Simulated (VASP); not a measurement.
# AgI (P6_3mc) in VASP: further runs

Runs on AgI. Level: r2SCAN. Tasks: single point.

Program: VASP 6.6.1. These are calculated values, not measurements. Logs are shortened: lines on timing, memory, paths and dates and some standing lists are left out, and cuts for length are marked.

## Step 1: The cell of the first run

The structure is hexagonal, space group P6_3mc (No. 186). The conventional cell has a = 4.464 Å, b = 4.464 Å, c = 7.425 Å, α = 90.00°, β = 90.00°, γ = 120.00°. Ag (site symmetry 3m) has 4 I at 2.74 to 2.75 Å within 3.6 Å. I (site symmetry 3m) has 4 Ag at 2.74 to 2.75 Å within 3.6 Å.

## Step 2: Single point, r2SCAN

Input file POSCAR:

```
AgI
1.0
    4.4637626709      0.0000000000      0.0000000000
   -2.2318813355      3.8657318695      0.0000000000
    0.0000000000      0.0000000000      7.4251858330
Ag I
2 2
Direct
    0.6666666667      0.3333333333      0.6304312685
    0.3333333333      0.6666666667      0.1304312685
    0.6666666667      0.3333333333     -0.0004312685
    0.3333333333      0.6666666667      0.4995687315
```

Input file INCAR.step1:

```
  PREC = Accurate
  ENCUT = 550
  ISMEAR = 0
  SIGMA = 0.01
  LREAL = False
  LASPH = True
  NELM = 120
  NBANDS = 26
  GGA = PE
  ALGO = Normal
  EDIFF = 1E-5
  LWAVE = True
  LCHARG = False
  GGA_COMPAT = False
```

Input file INCAR.step2:

```
  PREC = Accurate
  ENCUT = 550
  EDIFF = 1E-6
  ISMEAR = 0
  SIGMA = 0.01
  LREAL = False
  LASPH = True
  NELM = 120
  ALGO = Normal
  ISIF = 2
  LWAVE = False
  LCHARG = False
  METAGGA = R2SCAN
  LMIXTAU = True
  NBANDS = 26
  ISTART = 1
  GGA_COMPAT = False
```

Input file KPOINTS:

```
Automatic mesh
0
Gamma
  6 6 4
```

Potentials or basis: VASP PAW PBE potentials, release 64 (Ag, I).

On the command line:

```sh
$ cat potpaw_PBE.64/Ag/POTCAR potpaw_PBE.64/I/POTCAR > POTCAR
$ cp INCAR.step1 INCAR
$ mpirun -np 1 vasp_std > vasp.out
$ cp INCAR.step2 INCAR
$ mpirun -np 1 vasp_std > vasp.out
```

OUTCAR:

```text
PREC = Accurate
   ENCUT = 550
   EDIFF = 1E-6
   ISMEAR = 0
   LREAL = False
   LASPH = True
   NELM = 120
   ISIF = 2
   METAGGA = R2SCAN
   ISTART = 1

 ion  position               nearest neighbor table
   1  0.667  0.333  0.630-   3 2.74   4 2.75   4 2.75   4 2.75
   2  0.333  0.667  0.130-   4 2.74   3 2.75   3 2.75   3 2.75
   3  0.667  0.333  1.000-   1 2.74   2 2.75   2 2.75   2 2.75
   4  0.333  0.667  0.500-   2 2.74   1 2.75   1 2.75   1 2.75

  LATTYP: Found a hexagonal cell.
 ALAT       =     4.4637626709
 C/A-ratio  =     1.6634365177

  Lattice vectors:

 A1 = (   4.4637626709,   0.0000000000,   0.0000000000)
 A2 = (  -2.2318813355,   3.8657318695,   0.0000000000)
 A3 = (   0.0000000000,   0.0000000000,   7.4251858330)

Analysis of symmetry for initial positions (statically):
=====================================================================
 Subroutine PRICEL returns:
 Original cell was already a primitive cell.

 Routine SETGRP: Setting up the symmetry group for a
 hexagonal supercell.

 Subroutine GETGRP returns: Found 12 space group operations
 (whereof  6 operations were pure point group operations)
 out of a pool of 24 trial point group operations.

The static configuration has the point symmetry C_3v.
 The point group associated with its full space group is C_6v.

Analysis of symmetry for dynamics (positions and initial velocities):
=====================================================================
 Subroutine PRICEL returns:
 Original cell was already a primitive cell.

 Routine SETGRP: Setting up the symmetry group for a
 hexagonal supercell.

 Subroutine GETGRP returns: Found 12 space group operations
 (whereof  6 operations were pure point group operations)
 out of a pool of 24 trial point group operations.

The dynamic configuration has the point symmetry C_3v.
 The point group associated with its full space group is C_6v.

 Subroutine INISYM returns: Found 12 space group operations
 (whereof  6 operations are pure point group operations),
 and found     1 'primitive' translations

----------------------------------------------------------------------------------------

                                     Primitive cell

  volume of cell :     128.1269

  direct lattice vectors                    reciprocal lattice vectors
     4.463762671  0.000000000  0.000000000     0.224026247  0.129341614  0.000000000
    -2.231881335  3.865731869  0.000000000     0.000000000  0.258683228  0.000000000
     0.000000000  0.000000000  7.425185833     0.000000000  0.000000000  0.134676764

  length of vectors
     4.463762671  4.463762671  7.425185833     0.258683228  0.258683228  0.134676764

  position of ions in fractional coordinates (direct lattice)
     0.666666667  0.333333333  0.630431268
     0.333333333  0.666666667  0.130431268
     0.666666667  0.333333333  0.999568731
     0.333333333  0.666666667  0.499568731

  ion indices of the primitive-cell ions
   primitive index   ion index
                 1           1
                 2           2
                 3           3
                 4           4

----------------------------------------------------------------------------------------

 KPOINTS: Automatic mesh

Automatic generation of k-mesh.
 Grid dimensions read from file:
 generate k-points for:    6    6    4

 Generating k-lattice:

  Cartesian coordinates                     Fractional coordinates (reciprocal lattice)
     0.037337708  0.021556936  0.000000000     0.166666667  0.000000000  0.000000000
     0.000000000  0.043113871  0.000000000     0.000000000  0.166666667  0.000000000
     0.000000000  0.000000000  0.033669191     0.000000000  0.000000000  0.250000000

  Length of vectors
     0.043113871  0.043113871  0.033669191

  Shift w.r.t. Gamma in fractional coordinates (k-lattice)
     0.000000000  0.000000000  0.000000000

 Subroutine IBZKPT returns following result:
 ===========================================

 Found     21 irreducible k-points:

 Following reciprocal coordinates:
            Coordinates               Weight
  0.000000  0.000000  0.000000      1.000000
  0.166667  0.000000  0.000000      6.000000
  0.333333  0.000000  0.000000      6.000000
  0.500000 -0.000000  0.000000      3.000000
  0.166667  0.166667  0.000000      6.000000
  0.333333  0.166667  0.000000     12.000000
[... 13 lines left out ...]
  0.333333  0.166667  0.500000     12.000000
  0.333333  0.333333  0.500000      2.000000
   k-points           NKPTS =     21   k-points in BZ     NKDIM =     21   number of bands    NBANDS=     26
   number of dos      NEDOS =    301   number of ions     NIONS =      4
   total plane-waves  NPLWV =  77760
   dimension x,y,z NGX =    36 NGY =   36 NGZ =   60
   dimension x,y,z NGXF=    72 NGYF=   72 NGZF=  120
   ions per type =               2   2
   NGX,Y,Z   is equivalent  to a cutoff of  13.41, 13.41, 13.43 a.u.
   NGXF,Y,Z  is equivalent  to a cutoff of  26.82, 26.82, 26.87 a.u.
 SYSTEM =  unknown system
   PREC   = accura    normal or accurate (medium, high low for compatibility)
   ISTART =      1    job   : 0-new  1-cont  2-samecut
   ICHARG =      0    charge: 1-file 2-atom 10-const
   ISPIN  =      1    spin polarized calculation?
   LNONCOLLINEAR =      F non collinear calculations
   LSORBIT =      F    spin-orbit coupling
   LASPH  =      T    aspherical Exc in radial PAW
   ENCUT  =  550.0 eV  40.42 Ry    6.36 a.u.   8.54  8.54 14.20*2*pi/ulx,y,z
   NELM   =    120;   NELMIN=  2; NELMDL=  0     # of ELM steps
   EDIFF  = 0.1E-05   stopping-criterion for ELM
   LREAL  =      F    real-space projection
   EDIFFG = 0.1E-04   stopping-criterion for IOM
   NSW    =      0    number of steps for IOM
   IBRION =     -1    ionic relax: 0-MD 1-quasi-New 2-CG
   NFREE  =      0    steps in history (QN), initial steepest desc. (CG)
   ISIF   =      2    stress and relaxation
   ISYM   =      2    0-nonsym 1-usesym 2-fastsym
   POTIM  = 0.5000    time-step for ionic-motion
   TEBEG  =    0.0;   TEEND  =   0.0 temperature during run
   PSTRESS=    0.0 pullay stress
   NELECT =      36.0000    total number of electrons
   NUPDOWN=      -1.0000    fix difference up-down
   EMIN   =  10.00;   EMAX   =-10.00  energy-range for DOS
   EFERMI =   0.00;   METHOD = LEGACY
   ISMEAR =     0;   SIGMA  =   0.01  broadening in eV -4-tet -1-fermi 0-gaus
   EFERMI_NEDOS =   21; number of points for ismear=-14 and -15
   IALGO  =     38    algorithm
   IMIX   =      4    mixing-type and parameters
     AMIX     =   0.40;   BMIX     =  1.00
     AMIX_MAG =   1.60;   BMIX_MAG =  1.00
  volume/ion in A,a.u.               =      32.03       216.16
  Fermi-wavevector in a.u.,A,eV,Ry     =   1.072249  2.026257 15.642859  1.149718
  Thomas-Fermi vector in A             =   2.208013
   LORBIT       =      0    0 simple, 1 ext, 2 COOP (PROOUT), +10 PAW based schemes
   METAGGA = R2SCAN    functional components
   LHFCALC =     F    Hartree Fock is set to
   AEXX    =    0.0000 exact exchange contribution
   IVDW    =     0    specifies the selected vdW correction
   LEPSILON=     F    determine dielectric tensor
   LRPA    =     F    only Hartree local field effects (RPA)
 non-spin polarized calculation
 Gauss-broadening in eV      SIGMA  =   0.01
  energy-cutoff  :      550.00
  volume of cell :      128.13
 maximum number of plane-waves:      3791
 NGX is ok and might be reduce to    36
   NGX = 17   NGY = 17   NGZ = 29

 number of electron      35.9999996 magnetization

 Free energy of the ion-electron system (eV)
  ---------------------------------------------------
  ext. energy  EPLUGINS =         0.00000000
  ---------------------------------------------------
  free energy    TOTEN  =       -92.90120114 eV

  energy without entropy =      -92.90120114  energy(sigma->0) =      -92.90120114

 E-fermi :   3.7219     XC(G=0):  -9.2730

 val. band max:        3.6688961819   @ k =   0.0000   0.0000   0.0000
 cond. band min:       5.4972966148   @ k =   0.0000   0.0000   0.0000
 fundamental gap:      1.8284004330
 Fermi energy:         3.7218819423

 k-point     1 :       0.0000    0.0000    0.0000
  band No.  band energies     occupation
      1      -9.9577      2.00000
      2      -9.6022      2.00000
      3      -1.1442      2.00000
      4      -1.0853      2.00000
      5      -1.0666      2.00000
      6      -1.0666      2.00000
[... 18 lines left out ...]
     25      10.7965      0.00000
     26      11.4534      0.00000

 k-point     2 :       0.1667    0.0000    0.0000
  band No.  band energies     occupation
      1      -9.8784      2.00000
      2      -9.5613      2.00000
      3      -1.1384      2.00000
      4      -1.0921      2.00000
      5      -1.0224      2.00000
      6      -0.9619      2.00000
[... 18 lines left out ...]
     25      10.9668      0.00000
     26      11.3956      0.00000

 k-point     3 :       0.3333    0.0000    0.0000
  band No.  band energies     occupation
      1      -9.7004      2.00000
      2      -9.4893      2.00000
      3      -1.2317      2.00000
      4      -1.0589      2.00000
      5      -0.9442      2.00000
      6      -0.8251      2.00000
[... 18 lines left out ...]
     25      11.3571      0.00000
     26      12.2260      0.00000

 k-point     4 :       0.5000   -0.0000    0.0000
  band No.  band energies     occupation
      1      -9.5893      2.00000
      2      -9.4706      2.00000
      3      -1.2179      2.00000
      4      -1.1008      2.00000
      5      -0.9119      2.00000
      6      -0.7730      2.00000
[... 18 lines left out ...]
     25      11.6597      0.00000
     26      13.4162      0.00000

 k-point     5 :       0.1667    0.1667    0.0000
  band No.  band energies     occupation
      1      -9.7487      2.00000
      2      -9.5051      2.00000
      3      -1.1459      2.00000
      4      -1.0680      2.00000
      5      -1.0098      2.00000
      6      -0.8486      2.00000
[... 18 lines left out ...]
     25      11.4699      0.00000
     26      11.6520      0.00000

 k-point     6 :       0.3333    0.1667    0.0000
  band No.  band energies     occupation
      1      -9.5916      2.00000
      2      -9.4696      2.00000
      3      -1.1521      2.00000
      4      -0.9950      2.00000
      5      -0.9249      2.00000
      6      -0.7409      2.00000
[... 340 lines left out ...]
 k-point    18 :       0.5000   -0.0000    0.5000
  band No.  band energies     occupation
      1      -9.5278      2.00000
      2      -9.5278      2.00000
      3      -1.3295      2.00000
      4      -1.3295      2.00000
      5      -0.7454      2.00000
      6      -0.7454      2.00000
[... 18 lines left out ...]
     25      11.5599      0.00000
     26      11.5599      0.00000

 k-point    19 :       0.1667    0.1667    0.5000
  band No.  band energies     occupation
      1      -9.6277      2.00000
      2      -9.6277      2.00000
      3      -1.2559      2.00000
      4      -1.2559      2.00000
      5      -0.9115      2.00000
      6      -0.9115      2.00000
[... 18 lines left out ...]
     25      11.1546      0.00000
     26      11.1546      0.00000

 k-point    20 :       0.3333    0.1667    0.5000
  band No.  band energies     occupation
      1      -9.5285      2.00000
      2      -9.5285      2.00000
      3      -1.2406      2.00000
      4      -1.2406      2.00000
      5      -0.8535      2.00000
      6      -0.8535      2.00000
[... 18 lines left out ...]
     25      11.7105      0.00000
     26      11.7105      0.00000

 k-point    21 :       0.3333    0.3333    0.5000
  band No.  band energies     occupation
      1      -9.4953      2.00000
      2      -9.4953      2.00000
      3      -1.1039      2.00000
      4      -1.1039      2.00000
      5      -0.9439      2.00000
      6      -0.9439      2.00000
[... 18 lines left out ...]
     25      12.2194      0.00000
     26      12.2194      0.00000

------------------------ aborting loop because EDIFF is reached ----------------------------------------

  FORCE on cell =-STRESS in cart. coord.  units (eV):
  Direction    XX          YY          ZZ          XY          YZ          ZX
  --------------------------------------------------------------------------------------
  -------------------------------------------------------------------------------------
  Total        3.0733272      3.0733272      3.0684164     -0.0000000      0.0000000     -0.0000000
  in kB       38.4307824     38.4307824     38.3693749     -0.0000000      0.0000000     -0.0000000
  external PRESSURE =      38.4103133 kB  Pullay stress =       0.0000000 kB

 VOLUME and BASIS-vectors are now :
 -----------------------------------------------------------------------------
  energy-cutoff  :      550.00
  volume of cell :      128.13
      direct lattice vectors                 reciprocal lattice vectors
     4.463762671  0.000000000  0.000000000     0.224026247  0.129341614  0.000000000
    -2.231881335  3.865731869  0.000000000     0.000000000  0.258683228  0.000000000
     0.000000000  0.000000000  7.425185833     0.000000000  0.000000000  0.134676764

 POSITION                                       TOTAL-FORCE (eV/Angst)
 -----------------------------------------------------------------------------------
      2.23188      1.28858      4.68107        -0.000000      0.000000     -0.000003
     -0.00000      2.57715      0.96848         0.000000     -0.000000     -0.000003
      2.23188      1.28858      7.42198        -0.000000      0.000000      0.000003
     -0.00000      2.57715      3.70939         0.000000      0.000000      0.000003
 -----------------------------------------------------------------------------------
    total drift:                               -0.000000     -0.000000     -0.000403

  FREE ENERGIE OF THE ION-ELECTRON SYSTEM (eV)
  ---------------------------------------------------
  free  energy   TOTEN  =       -92.9012011437 eV

  energy  without entropy=      -92.9012011437  energy(sigma->0) =      -92.90120114
```

Run time: 1.7 min. Hardware: 1 thread of Intel Xeon 6975P-C (Granite Rapids), shared host; peak memory 0.33 GiB.

Results:

```yaml
Free_energy: -92.9012 eV
Pressure: 3.8 GPa
Band_gap_on_the_k_mesh: 1.83 eV
```

Caveat: the cell stands under pressure; the PAW data sets were made with another functional, which shifts forces and pressure a little; spin-orbit coupling is left out, which moves the levels of the heavy elements.

## Step 3: Single point, r2SCAN

This run uses another cell than the first one, of 33.55 Å³/atom.

Input file POSCAR:

```
AgI
1.0
    4.5548490515      0.0000000000      0.0000000000
   -2.2774245257      3.9446149890      0.0000000000
    0.0000000000      0.0000000000      7.4688161828
Ag I
2 2
Direct
    0.6666666667      0.3333333333      0.6281136306
    0.3333333333      0.6666666667      0.1281136306
    0.6666666667      0.3333333333      0.0018863694
    0.3333333333      0.6666666667      0.5018863694
```

Input file INCAR.step1:

```
PREC     = Accurate       # precision mode
ENCUT    = 550            # plane-wave cutoff, eV
ISMEAR   = 0              # smearing method
SIGMA    = 0.01           # smearing width, eV
LREAL    = False          # projectors in reciprocal space
LASPH    = True           # aspherical terms in the spheres
NELM     = 120            # most SCF steps
NBANDS   = 26             # bands
GGA      = PE             # functional
ALGO     = Normal         # electronic algorithm
EDIFF    = 1E-5           # SCF threshold, eV
LWAVE    = True           # write WAVECAR
LCHARG   = False          # write CHGCAR
GGA_COMPAT= False
```

Input file INCAR.step2:

```
PREC     = Accurate       # precision mode
ENCUT    = 550            # plane-wave cutoff, eV
EDIFF    = 1E-6           # SCF threshold, eV
ISMEAR   = 0              # smearing method
SIGMA    = 0.01           # smearing width, eV
LREAL    = False          # projectors in reciprocal space
LASPH    = True           # aspherical terms in the spheres
NELM     = 120            # most SCF steps
ALGO     = Normal         # electronic algorithm
ISIF     = 2              # what is computed and relaxed
LWAVE    = False          # write WAVECAR
LCHARG   = False          # write CHGCAR
METAGGA  = R2SCAN         # meta-GGA
LMIXTAU  = True         
NBANDS   = 26             # bands
ISTART   = 1            
GGA_COMPAT= False
```

KPOINTS is that of step 2.

Potentials or basis: VASP PAW PBE potentials, release 64 (Ag, I).

On the command line:

```sh
$ cat potpaw_PBE.64/Ag/POTCAR potpaw_PBE.64/I/POTCAR > POTCAR
$ cp INCAR.step1 INCAR
$ mpirun -np 1 vasp_std > vasp.out
$ cp INCAR.step2 INCAR
$ mpirun -np 1 vasp_std > vasp.out
```

Run time: 1.7 min. Hardware: 1 thread of Intel Xeon 6975P-C (Granite Rapids), shared host; peak memory 0.32 GiB.

It converged, with:

- Free energy: -93.0090 eV
- Pressure: 1.9 GPa
- Band gap on the k mesh: 1.83 eV

Levels at points of the mesh, in eV from the valence-band top:
| k point | band 14 | band 15 | band 16 | band 17 | band 18 | band 19 | band 20 | band 21 | band 22 | band 23 |
| --- | --- | --- | --- | --- | --- | --- | --- | --- | --- | --- |
| (0.00, 0.00, 0.00) | -0.76 | -0.76 | -0.07 | 0.00 | 0.00 | 1.83 | 3.08 | 6.19 | 6.19 | 6.32 |
| (0.50, 0.00, 0.00) | -2.71 | -2.31 | -1.90 | -1.10 | -0.75 | 3.77 | 3.91 | 5.04 | 6.35 | 6.62 |
| (0.00, 0.00, 0.50) | -1.74 | -0.39 | -0.39 | -0.39 | -0.39 | 3.12 | 3.12 | 6.02 | 6.02 | 6.49 |
| (0.50, 0.00, 0.50) | -2.92 | -1.32 | -1.32 | -1.32 | -1.32 | 3.61 | 3.61 | 5.21 | 5.21 | 7.77 |

Caveat: the PAW data sets were made with another functional, which shifts forces and pressure a little; spin-orbit coupling is left out, which moves the levels of the heavy elements.

(Part 1 of 2 ends here.)
